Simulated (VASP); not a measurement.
Here is a VASP 6.6.1 calculation.

File INCAR:

```
ALGO = Normal
EDIFF = 1E-6
EDIFFG = -0.04
ENCUT = 600
GGA = PE
IBRION = 2
ISIF = 3
ISMEAR = 0
LASPH = True
LCHARG = False
LREAL = False
LWAVE = False
NELM = 80
NSW = 90
PREC = Accurate
SIGMA = 0.1
```

KPOINTS

```
k-points
0
Gamma
  4 4 4
```

The input POSCAR:

```
HfZrSe4
1.0
    0.0000000000      4.1481616100      4.1481616100
    4.1481616100      0.0000000000      4.1481616100
    4.1481616100      4.1481616100      0.0000000000
Zr Hf Se
1 1 4
Direct
    0.7500000000      0.7500000000      0.7500000000
    0.2500000000      0.2500000000      0.2500000000
    0.1021373700      0.1021373700      0.1021373700
    0.1021373700      0.1021373700      0.6935878900
    0.1021373700      0.6935878900      0.1021373700
    0.6935878900      0.1021373700      0.1021373700
```

Potentials or basis: VASP PAW PBE potentials, release 64 (Zr_sv, Hf_pv, Se).

Command:

```bash
$ cat potpaw_PBE.64/Zr_sv/POTCAR potpaw_PBE.64/Hf_pv/POTCAR potpaw_PBE.64/Se/POTCAR > POTCAR
$ mpirun -np 1 vasp_std > vasp.out
```

Estimate the relaxed cell.

a = 6.958 Å, b = 6.958 Å, c = 6.958 Å, α = 60.00°, β = 60.00°, γ = 60.00°.

What does it give for the space group after relaxing (to 0.05 Å)?

F-43m (No. 216).

Predict the relaxed volume.

39.70 Å³/atom.

Forces in eV/Å, atoms in the order of the input:
```
Zr   0.000  0.000  0.000
Hf   0.000  0.000  0.000
Se  -0.006 -0.006 -0.006
Se   0.006  0.006 -0.006
Se   0.006 -0.006  0.006
Se  -0.006  0.006  0.006
```

Caveat: the volume moved by over 15 % at a fixed basis, so the end points are rough.
